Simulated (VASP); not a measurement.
Ti: single point with PBEsol

Crystal: Ti.

```
CELL_PARAMETERS angstrom
0.00000 1.86760 2.03000
1.86760 0.00000 2.03000
1.86760 1.86760 0.00000
ATOMIC_POSITIONS crystal
Ti 0.00000 0.00000 0.00000
```

This cell differs from its parent crystal: strain -0.080 along x and y, +0.000 along z.

```yaml
Program: VASP 6.6.1
Task: single point
Functional: PBEsol
Potentials_or_basis: VASP PAW PBE potentials, release 64 (Ti_sv)
Cutoff: 520 eV
k_mesh: 20 × 20 × 20
Occupations: gaussian, width 0.15 eV
Spin: no spin polarisation
Dipole_correction: no
Further_INCAR_settings: ALGO = Normal; EDIFF = 1e-06; NBANDS = 12
```

```yaml
Pressure: 23.8 GPa
Band_gap_on_the_k_mesh: zero (band 6 reaches 11.17 eV, above the bottom of band 7 at 9.65 eV)
```

Stress tensor (GPa, compression positive):
```
24.46  0.00  0.00
 0.00 24.46  0.00
 0.00  0.00 22.54
```

Levels at points of the mesh, in eV from the Fermi level:
| k point | band 4 | band 5 | band 6 | band 7 | band 8 | band 9 |
| --- | --- | --- | --- | --- | --- | --- |
| (0.00, 0.00, 0.00) | -31.77 | -6.48 | 0.45 | 1.32 | 1.32 | 2.56 |
| (0.50, 0.00, 0.00) | -31.86 | -3.08 | 0.39 | 1.28 | 1.38 | 4.40 |
| (0.50, 0.50, 0.00) | -32.11 | -3.33 | -2.20 | 2.88 | 4.63 | 4.93 |
| (0.50, 0.00, 0.50) | -32.18 | -3.39 | -2.37 | 4.48 | 4.59 | 4.64 |

It took 37 s on 1 thread of Intel(R) Xeon(R) 6975P-C (Granite Rapids) (shared host), peak memory 0.22 GiB.

Caveat: the cell differs from its parent crystal (strain -0.080 along x and y, +0.000 along z); the PAW data sets were made with another functional, which shifts forces and pressure a little.
